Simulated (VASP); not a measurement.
# Bi2Se3: relaxation of cell and atoms with PBE

Bi2Se3:

```
CELL_PARAMETERS angstrom
-3.02987 3.02987 4.03824
3.02987 -3.02987 4.03824
3.02987 3.02987 -4.03824
ATOMIC_POSITIONS crystal
Bi 0.75000 0.25000 0.50000
Bi 0.25000 0.75000 0.50000
Se 0.50000 0.00000 0.50000
Se 0.00000 0.50000 0.50000
Se 0.50000 0.50000 0.00000
```

The cell was built from a structure type or drawn by symmetry, and may not be a known phase.

| Quantity | Value |
| --- | --- |
| Program | VASP 6.6.1 |
| Task | relaxation of cell and atoms |
| Functional | PBE |
| Potentials or basis | VASP PAW PBE potentials, release 64 (Bi_d, Se) |
| Cutoff | 600 eV |
| k mesh | 4 × 4 × 4 |
| Occupations | gaussian, width 0.1 eV |
| Spin | no spin polarisation |
| Dipole correction | no |
| Further INCAR settings | ALGO = Normal; EDIFF = 1e-06; IBRION = 2; EDIFFG = -0.04; NSW = 90; ISIF = 3 |

* Relaxed volume: 31.44 Å³/atom
* Relaxed cell: a = 6.826 Å, b = 6.826 Å, c = 6.826 Å, α = 134.90°, β = 134.90°, γ = 65.68°
* Space group after relaxing (to 0.1 Å): I4/mmm (No. 139)
* Pressure after relaxing: -0.1 GPa
* Band gap on the k mesh: zero (bands 24 and 25 overlap by 0.49 eV)

Final structure:
```
Bi Se
1.0
    -2.61752    2.61752    5.73538
     2.61752   -2.61752    5.73538
     2.61752    2.61752   -5.73538
Bi Se
2 3
Direct
  0.75000 0.25000 0.50000
  0.25000 0.75000 0.50000
  0.50000 0.00000 0.50000
  0.00000 0.50000 0.50000
  0.50000 0.50000 0.00000
```

Levels at points of the mesh, in eV from the Fermi level:
```tsv
k point	band 22	band 23	band 24	band 25	band 26	band 27
(0.00, 0.00, 0.00)	-1.02	-0.58	-0.42	1.66	2.83	2.83
(0.50, 0.00, 0.00)	-1.06	-0.10	-0.07	-0.01	0.21	1.01
(0.50, 0.50, 0.00)	-0.89	-0.85	-0.84	-0.08	0.09	0.83
(0.50, 0.50, 0.50)	-0.33	-0.33	-0.19	0.19	2.17	2.17
```

Wall time 12 min on 1 thread of AMD EPYC 9R14 (Zen 4), with other jobs on the host, peak memory 0.34 GiB.

Caveat: a cell axis changed by over 15 % at a fixed basis, so the end point is rough; spin-orbit coupling is left out, which moves the levels of the heavy elements.
